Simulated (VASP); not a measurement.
# PmO (Fm-3m) in VASP: single point with PBE

Aim: the single point of PmO with PBE.

All numbers are computed with VASP 6.6.1; they aren't measurements. Logs are shortened: lines on timing, memory, paths and dates and some standing lists are left out, and cuts for length are marked.

## 1. The cell of the first run

The structure is cubic, space group Fm-3m (No. 225). Conventional cell: a = 4.970 Å, b = 4.970 Å, c = 4.970 Å, α = 90.00°, β = 90.00°, γ = 90.00°. Within 3.3 Å of Pm (site symmetry m-3m) lie 6 O at 2.48 Å. O (site symmetry m-3m) has 6 Pm at 2.48 Å within 3.3 Å.

## 2. Single point, PBE

Input file INCAR:

```
  PREC = Accurate
  ENCUT = 600
  EDIFF = 1E-6
  ISMEAR = -1
  SIGMA = 0.1
  LREAL = False
  LASPH = True
  NELM = 200
  ALGO = Normal
  ISIF = 2
  LWAVE = False
  LCHARG = False
  GGA = PE
  NBANDS = 18
  GGA_COMPAT = False
  LMAXMIX = 6
```

Input file KPOINTS:

```
regular mesh
0
Gamma
  6 6 6
```

Input file POSCAR:

```
PmO
1.0
    0.0000000000      2.4850000000      2.4850000000
    2.4850000000      0.0000000000      2.4850000000
    2.4850000000      2.4850000000      0.0000000000
Pm O
1 1
Direct
    0.0000000000      0.0000000000      0.0000000000
    0.5000000000      0.5000000000      0.5000000000
```

Potentials or basis: VASP PAW PBE potentials, release 64 (Pm, O).

The run is started by

```console
> cat potpaw_PBE.64/Pm/POTCAR potpaw_PBE.64/O/POTCAR > POTCAR
> mpirun -np 1 vasp_std > vasp.out
```

OUTCAR:

```text
PREC = Accurate
   ENCUT = 600
   EDIFF = 1E-6
   ISMEAR = -1
   LREAL = False
   LASPH = True
   NELM = 200
   ISIF = 2
   GGA = PE

 ion  position               nearest neighbor table
   1  0.000  0.000  0.000-   2 2.48   2 2.48   2 2.48   2 2.48   2 2.48   2 2.48
   2  0.500  0.500  0.500-   1 2.48   1 2.48   1 2.48   1 2.48   1 2.48   1 2.48

  LATTYP: Found a face centered cubic cell.
 ALAT       =     4.9700000000

  Lattice vectors:

 A1 = (   0.0000000000,   2.4850000000,   2.4850000000)
 A2 = (   2.4850000000,   0.0000000000,   2.4850000000)
 A3 = (   2.4850000000,   2.4850000000,   0.0000000000)

Analysis of symmetry for initial positions (statically):
=====================================================================
 Subroutine PRICEL returns:
 Original cell was already a primitive cell.

 Routine SETGRP: Setting up the symmetry group for a
 face centered cubic supercell.

 Subroutine GETGRP returns: Found 48 space group operations
 (whereof 48 operations were pure point group operations)
 out of a pool of 48 trial point group operations.

The static configuration has the point symmetry O_h .

Analysis of symmetry for dynamics (positions and initial velocities):
=====================================================================
 Subroutine PRICEL returns:
 Original cell was already a primitive cell.

 Routine SETGRP: Setting up the symmetry group for a
 face centered cubic supercell.

 Subroutine GETGRP returns: Found 48 space group operations
 (whereof 48 operations were pure point group operations)
 out of a pool of 48 trial point group operations.

The dynamic configuration has the point symmetry O_h .

 Subroutine INISYM returns: Found 48 space group operations
 (whereof 48 operations are pure point group operations),
 and found     1 'primitive' translations

----------------------------------------------------------------------------------------

                                     Primitive cell

  volume of cell :      30.6909

  direct lattice vectors                    reciprocal lattice vectors
     0.000000000  2.485000000  2.485000000    -0.201207243  0.201207243  0.201207243
[... 68 lines left out ...]
   PREC   = accura    normal or accurate (medium, high low for compatibility)
   ISTART =      0    job   : 0-new  1-cont  2-samecut
   ICHARG =      2    charge: 1-file 2-atom 10-const
   ISPIN  =      1    spin polarized calculation?
   LNONCOLLINEAR =      F non collinear calculations
   LSORBIT =      F    spin-orbit coupling
   LASPH  =      T    aspherical Exc in radial PAW
   ENCUT  =  600.0 eV  44.10 Ry    6.64 a.u.   7.02  7.02  7.02*2*pi/ulx,y,z
   NELM   =    200;   NELMIN=  2; NELMDL= -5     # of ELM steps
   EDIFF  = 0.1E-05   stopping-criterion for ELM
   LREAL  =      F    real-space projection
   EDIFFG = 0.1E-04   stopping-criterion for IOM
   NSW    =      0    number of steps for IOM
   IBRION =     -1    ionic relax: 0-MD 1-quasi-New 2-CG
   NFREE  =      0    steps in history (QN), initial steepest desc. (CG)
   ISIF   =      2    stress and relaxation
   ISYM   =      2    0-nonsym 1-usesym 2-fastsym
   POTIM  = 0.5000    time-step for ionic-motion
   TEBEG  =    0.0;   TEEND  =   0.0 temperature during run
   PSTRESS=    0.0 pullay stress
   NELECT =      21.0000    total number of electrons
   NUPDOWN=      -1.0000    fix difference up-down
   EMIN   =  10.00;   EMAX   =-10.00  energy-range for DOS
   EFERMI =   0.00;   METHOD = LEGACY
   ISMEAR =    -1;   SIGMA  =   0.10  broadening in eV -4-tet -1-fermi 0-gaus
   EFERMI_NEDOS =   21; number of points for ismear=-14 and -15
   IALGO  =     38    algorithm
   IMIX   =      4    mixing-type and parameters
     AMIX     =   0.40;   BMIX     =  1.00
     AMIX_MAG =   1.60;   BMIX_MAG =  1.00
  volume/ion in A,a.u.               =      15.35       103.56
  Fermi-wavevector in a.u.,A,eV,Ry     =   1.442596  2.726112 28.314875  2.081085
  Thomas-Fermi vector in A             =   2.561099
   LORBIT       =      0    0 simple, 1 ext, 2 COOP (PROOUT), +10 PAW based schemes
   GGA     = PE    functional components
   LHFCALC =     F    Hartree Fock is set to
   AEXX    =    0.0000 exact exchange contribution
   IVDW    =     0    specifies the selected vdW correction
   LEPSILON=     F    determine dielectric tensor
   LRPA    =     F    only Hartree local field effects (RPA)
 non-spin polarized calculation
  energy-cutoff  :      600.00
  volume of cell :       30.69
 maximum number of plane-waves:      1034
   NGX = 13   NGY = 13   NGZ = 13

 number of electron      21.0000003 magnetization

 Free energy of the ion-electron system (eV)
  ---------------------------------------------------
  ext. energy  EPLUGINS =         0.00000000
  ---------------------------------------------------
  free energy    TOTEN  =       -15.86775149 eV

  energy without entropy =      -15.31444984  energy(sigma->0) =      -15.59110066

 E-fermi :   8.7124     XC(G=0): -11.6992

 val. band max:        8.6828222691   @ k =   0.5000   0.3333   0.0000
 cond. band min:       8.7217479344   @ k =   0.3333   0.1667   0.0000
 fundamental gap:      0.0389256653
 Fermi energy:         8.7124116588

 k-point     1 :       0.0000    0.0000    0.0000
  band No.  band energies     occupation
      1     -29.6499      2.00000
      2     -10.5290      2.00000
      3      -9.4948      2.00000
      4      -9.4948      2.00000
      5      -9.4948      2.00000
      6       4.3518      2.00000
[... 313 lines left out ...]
      5      -8.9095      2.00000
      6       3.5470      2.00000
[... 10 lines left out ...]
     17      12.6577      0.00000
     18      13.5098      0.00000

------------------------ aborting loop because EDIFF is reached ----------------------------------------

  FORCE on cell =-STRESS in cart. coord.  units (eV):
  Direction    XX          YY          ZZ          XY          YZ          ZX
  --------------------------------------------------------------------------------------
  -------------------------------------------------------------------------------------
  Total       -1.0630974     -1.0630974     -1.0630974      0.0000000     -0.0000000      0.0000000
  in kB      -55.4976319    -55.4976319    -55.4976319      0.0000000     -0.0000000      0.0000000
  external PRESSURE =     -55.4976319 kB  Pullay stress =       0.0000000 kB

 VOLUME and BASIS-vectors are now :
 -----------------------------------------------------------------------------
  energy-cutoff  :      600.00
  volume of cell :       30.69
      direct lattice vectors                 reciprocal lattice vectors
     0.000000000  2.485000000  2.485000000    -0.201207243  0.201207243  0.201207243
     2.485000000  0.000000000  2.485000000     0.201207243 -0.201207243  0.201207243
     2.485000000  2.485000000  0.000000000     0.201207243  0.201207243 -0.201207243

 POSITION                                       TOTAL-FORCE (eV/Angst)
 -----------------------------------------------------------------------------------
      0.00000      0.00000      0.00000         0.000000      0.000000      0.000000
      2.48500      2.48500      2.48500        -0.000000     -0.000000     -0.000000
 -----------------------------------------------------------------------------------
    total drift:                                0.000000      0.000000      0.000000

  FREE ENERGIE OF THE ION-ELECTRON SYSTEM (eV)
  ---------------------------------------------------
  free  energy   TOTEN  =       -15.8677514872 eV

  energy  without entropy=      -15.3144498373  energy(sigma->0) =      -15.59110066
```

OSZICAR:

```text
N       E                     dE             d eps       ncg     rms          rms(c)
DAV:   1     0.175274899786E+03    0.17527E+03   -0.10550E+04   640   0.226E+03
DAV:   2     0.666516441168E+01   -0.16861E+03   -0.15465E+03   648   0.302E+02
DAV:   3    -0.176871818352E+02   -0.24352E+02   -0.23300E+02   676   0.135E+02
DAV:   4    -0.191833627728E+02   -0.14962E+01   -0.14571E+01   978   0.313E+01
DAV:   5    -0.192394812484E+02   -0.56118E-01   -0.55830E-01   790   0.454E+00    0.309E+01
DAV:   6    -0.420761722494E+02   -0.22837E+02   -0.20084E+02   776   0.124E+02    0.691E+01
DAV:   7    -0.167322052290E+02    0.25344E+02   -0.36218E+02   772   0.903E+01    0.215E+01
DAV:   8    -0.161478776408E+02    0.58433E+00   -0.30408E+00   830   0.137E+01    0.645E+00
DAV:   9    -0.159024540241E+02    0.24542E+00   -0.12890E+00   902   0.101E+01    0.320E+00
DAV:  10    -0.158739136296E+02    0.28540E-01   -0.70417E-02  1050   0.216E+00    0.210E+00
DAV:  11    -0.158705202215E+02    0.33934E-02   -0.77605E-02  1064   0.267E+00    0.806E-01
DAV:  12    -0.158694403742E+02    0.10798E-02   -0.69297E-03   796   0.797E-01    0.339E-01
DAV:  13    -0.158678981604E+02    0.15422E-02   -0.37352E-03  1050   0.606E-01    0.362E-01
DAV:  14    -0.158677619817E+02    0.13618E-03   -0.61149E-04   924   0.223E-01    0.114E-01
DAV:  15    -0.158677523548E+02    0.96268E-05   -0.57282E-05   816   0.678E-02    0.291E-02
DAV:  16    -0.158677514872E+02    0.86765E-06   -0.38711E-06   688   0.153E-02
   1 F= -.15867751E+02 E0= -.15591101E+02  d E =-.553302E+00
```

It took 14 s on 1 thread of Intel Xeon Platinum 8488C (Sapphire Rapids), shared host; peak memory 0.17 GiB.

Results:

```yaml
Free_energy: -15.8678 eV
Pressure: -5.5 GPa
Band_gap_on_the_k_mesh: zero (an odd number of electrons rules out a gap without spin polarisation)
```

Levels at points of the mesh, in eV from the Fermi level:
| k point | band 6 | band 7 | band 8 | band 9 | band 10 | band 11 | band 12 | band 13 | band 14 | band 15 |
| --- | --- | --- | --- | --- | --- | --- | --- | --- | --- | --- |
| (0.00, 0.00, 0.00) | -4.36 | -4.36 | -4.36 | -0.28 | 0.29 | 0.29 | 0.29 | 0.62 | 0.62 | 0.62 |
| (0.50, 0.00, 0.00) | -6.43 | -5.59 | -5.59 | -0.14 | -0.08 | -0.08 | 0.20 | 0.20 | 0.26 | 0.30 |
| (0.50, 0.50, 0.00) | -4.12 | -4.12 | -3.93 | -1.55 | -0.03 | 0.04 | 0.09 | 0.09 | 0.26 | 0.51 |

Caveat: the k points lie up to 0.36 Å⁻¹ apart, too coarse for converged energies and pressures of a metal; spin-orbit coupling is left out, which moves the levels of the heavy elements; an odd number of electrons without spin polarisation forces a metal; a magnetic or distorted state may lie lower; semilocal functionals describe open f shells poorly, which spoils levels, moments and volumes. With open d or f shells a metallic result of PBE can be an artefact of self-interaction; +U or a hybrid may open a gap.
